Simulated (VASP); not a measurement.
Mg2Si: single point with PBE

Crystal: Mg2Si.

```
Si Mg
1.0
     0.00000    3.22092    3.22092
     3.22092    0.00000    3.22092
     3.22092    3.22092    0.00000
Si Mg
1 2
Cartesian
  0.0000 0.0000 0.0000
  1.6105 1.6105 1.6105
  4.8314 4.8314 4.8314
```

This cell differs from its parent crystal: volume changed by +5%.

```
Program             : VASP 6.6.1
Task                : single point
Functional          : PBE
Potentials or basis : VASP PAW PBE potentials, release 64 (Si, Mg)
Cutoff              : 600 eV
k mesh              : 4 × 4 × 4
Occupations         : gaussian, width 0.01 eV
Spin                : no spin polarisation
```

```yaml
Pressure: -2.0 GPa
Band_gap_on_the_k_mesh: 0.22 eV, indirect (least direct gap 1.62 eV)
```

Levels at points of the mesh, in eV from the valence-band top:
```csv
k point,band 1,band 2,band 3,band 4,band 5,band 6,band 7,band 8
"(0.00, 0.00, 0.00)",-8.94,0.00,0.00,0.00,1.62,2.47,2.47,2.47
"(0.50, 0.00, 0.00)",-7.58,-4.65,-0.69,-0.69,1.07,2.49,2.49,4.87
"(0.50, 0.50, 0.00)",-7.04,-4.35,-1.90,-1.90,0.22,0.30,7.66,7.66
```

It used 23 s of CPU time on 1 thread of AMD EPYC 7R13 Processor (Zen 3) (shared host).

Caveat: the k points lie up to 0.42 Å⁻¹ apart. A k mesh can miss the band edges.
